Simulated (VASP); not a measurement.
Set up this calculation in VASP 6.6.1, as the native input.

```
Task                   : single point
Functional             : PBEsol
Potentials or basis    : VASP PAW PBE potentials, release 64 (Ta_pv, N)
Cutoff                 : 520 eV
k mesh                 : 12 × 12 × 12
Occupations            : fermi-dirac, width 0.05 eV
Spin                   : no spin polarisation
Dipole correction      : no
Further INCAR settings : ALGO = Normal; EDIFF = 1e-06; NBANDS = 15
```

The structure of TaN lies in POSCAR:

```
TaN
1.0
    2.9238509957      0.0000000000      0.0000000000
   -1.4619254979      2.5321292392      0.0000000000
    0.0000000000      0.0000000000      2.8709481926
Ta N
1 1
Direct
    0.0000000000      0.0000000000      0.5000000000
    0.6666666667      0.3333333333      0.0000000000
```

These files were run (other wordings do the same):

INCAR

```
SYSTEM = TaN
ALGO = Normal
EDIFF = 1E-6
ENCUT = 520
GGA = PS
ISIF = 2
ISMEAR = -1
LASPH = .TRUE.
LCHARG = .FALSE.
LREAL = .FALSE.
LWAVE = .FALSE.
NBANDS = 15
NELM = 80
PREC = Accurate
SIGMA = 0.05
```

KPOINTS

```
k-points
0
G
  12 12 12
  0 0 0
```

Potentials or basis: VASP PAW PBE potentials, release 64 (Ta_pv, N).

The run is started by

```console
$ cat potpaw_PBE.64/Ta_pv/POTCAR potpaw_PBE.64/N/POTCAR > POTCAR
$ mpirun -np 1 vasp_std > vasp.out
```

It gave:

| Property | Result |
| --- | --- |
| Pressure | 0.8 GPa |
| Band gap on the k mesh | zero (band 8 reaches 8.45 eV, above the bottom of band 9 at 8.13 eV) |

Caveat: the PAW data sets were made with another functional, which shifts forces and pressure a little; spin-orbit coupling is left out, which moves the levels of the heavy elements.

Wall time 26 s on 1 thread of Intel(R) Xeon(R) Platinum 8488C (Sapphire Rapids), on a shared host, peak memory 0.17 GiB.
